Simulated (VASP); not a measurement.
A run of VASP 6.6.1 is set up as follows.

The input INCAR:

```
  PREC = Accurate
  ENCUT = 700
  EDIFF = 1E-6
  ISMEAR = 0
  SIGMA = 0.05
  LREAL = F
  LASPH = T
  NELM = 200
  ALGO = Normal
  ISIF = 2
  LWAVE = F
  LCHARG = F
  ISPIN = 2
  MAGMOM = 0.44 0.67
  LORBIT = 11
  LMAXMIX = 4
  LDAU = T
  LDAUTYPE = 2
  LDAUL = 2 -1
  LDAUU = 6 0
  LDAUJ = 0 0
  LDAUPRINT = 1
  GGA = CA
  NBANDS = 24
  GGA_COMPAT = F
```

File KPOINTS:

```
regular mesh
0
Gamma
  8 8 7
```

File POSCAR:

```
CuO
1.0
    2.8363251100      0.0000000000      0.0000000000
   -1.4181625500      2.4563296000      0.0000000000
    0.0000000000      0.0000000000      2.7681127800
Cu O
1 1
Direct
    0.0000000000      0.0000000000      0.0000000000
    0.6666666667      0.3333333333      0.5000000000
```

Potentials or basis: VASP PAW LDA potentials, release 64 (Cu_sv_GW, O).

Command:

```bash
$ cat potpaw_LDA.64/Cu_sv_GW/POTCAR potpaw_LDA.64/O/POTCAR > POTCAR
$ mpirun -np 1 vasp_std > vasp.out
```

(1) Estimate the pressure.

(2) Predict the net moment.

## Answers

(1) -18.1 GPa.

(2) 1.00 μB per cell.

Caveat: a cell with one magnetic atom can't hold antiferromagnetic order, which such compounds often take.
